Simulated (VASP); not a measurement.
A run of VASP 6.6.1 is set up as follows.

INCAR

```
ALGO     = Normal         # electronic algorithm
EDIFF    = 1E-7           # SCF threshold, eV
ENCUT    = 520            # plane-wave cutoff, eV
GGA      = CA             # functional
ISIF     = 2              # what is computed and relaxed
ISMEAR   = 0              # smearing method
LASPH    = T              # aspherical terms in the spheres
LCHARG   = F              # write CHGCAR
LREAL    = F              # projectors in reciprocal space
LWAVE    = F              # write WAVECAR
NBANDS   = 11             # bands
NELM     = 80             # most SCF steps
PREC     = Accurate       # precision mode
SIGMA    = 0.05           # smearing width, eV
```

Contents of KPOINTS:

```
k-points
0
Gamma
  10 10 10
```

POSCAR

```
BAs
1.0
    0.0000000000      2.1974200000      2.4840400000
    2.1974200000      0.0000000000      2.4840400000
    2.1974200000      2.1974200000      0.0000000000
B As
1 1
Direct
    0.0000000000      0.0000000000      0.0000000000
    0.7500000000      0.7500000000      0.7500000000
```

Potentials or basis: VASP PAW LDA potentials, release 64 (B, As).

Command:

```sh
$ cat potpaw_LDA.64/B/POTCAR potpaw_LDA.64/As/POTCAR > POTCAR
$ mpirun -np 1 vasp_std > vasp.out
```

Task: Estimate the pressure.

Result: 19.0 GPa.

Stress tensor (GPa, compression positive):
```
30.18  0.00  0.00
 0.00 30.18  0.00
 0.00  0.00 -3.40
```

Caveat: the cell differs from its parent crystal (strain -0.080 along x and y, +0.040 along z).
